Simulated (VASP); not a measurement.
Set up this calculation in VASP 6.6.1, as the native input.

- Task: electric field gradients
- Functional: PBE
- Potentials or basis: VASP PAW PBE potentials, release 64 (Bi_d, Se)
- Cutoff: 520 eV
- k mesh: 6 × 6 × 6
- Occupations: fermi-dirac, width 0.03 eV
- Spin: no spin polarisation
- Dipole correction: no
- Further INCAR settings: ALGO = Normal; EDIFF = 1e-08; NBANDS = 32

The structure of Bi2Se3 lies in POSCAR:

```
Bi2Se3
1.0
    2.0575961980      1.1879537188      9.4812654522
   -2.0575961980      1.1879537188      9.4812654522
    0.0000000000     -2.3759074377      9.4812654522
Bi Se
2 3
Direct
    0.4008000000      0.4008000000      0.4008000000
    0.5992000000      0.5992000000      0.5992000000
    0.0000000000      0.0000000000      0.0000000000
    0.2117000000      0.2117000000      0.2117000000
    0.7883000000      0.7883000000      0.7883000000
```

These files were run (other wordings do the same):

INCAR

```
SYSTEM = Bi2Se3
  PREC = Accurate
  ENCUT = 520
  EDIFF = 1E-8
  ISMEAR = -1
  SIGMA = 0.03
  LREAL = .False.
  LASPH = .True.
  NELM = 80
  ALGO = Normal
  ISIF = 2
  LWAVE = .False.
  LCHARG = .False.
  GGA = PE
  LEFG = .True.
  NBANDS = 32
```

KPOINTS

```
regular mesh
0
Gamma
  6 6 6
  0 0 0
```

Potentials or basis: VASP PAW PBE potentials, release 64 (Bi_d, Se).

The run is started by

```bash
$ cat potpaw_PBE.64/Bi_d/POTCAR potpaw_PBE.64/Se/POTCAR > POTCAR
$ mpirun -np 1 vasp_std > vasp.out
```

Results of the run:

| Quantity | Value |
| --- | --- |
| Pressure | 4.0 GPa |
| Largest force | 0.352 eV/Å |
| Band gap on the k mesh | 0.20 eV |
| Largest electric field gradient by atom | Bi +5.2; Se +73.8, -15.8 (each value once) V/Å² |

Caveat: the cell stands under pressure; without QUAD_EFG the Cq values of the log hold for a quadrupole moment of 1 mb, not for the nuclei; spin-orbit coupling is left out, which moves the levels of the heavy elements.

It took 20 min on 1 thread of AMD EPYC 7R43 64-Core Processor (Zen 3) (shared host), peak memory 0.9 GiB.
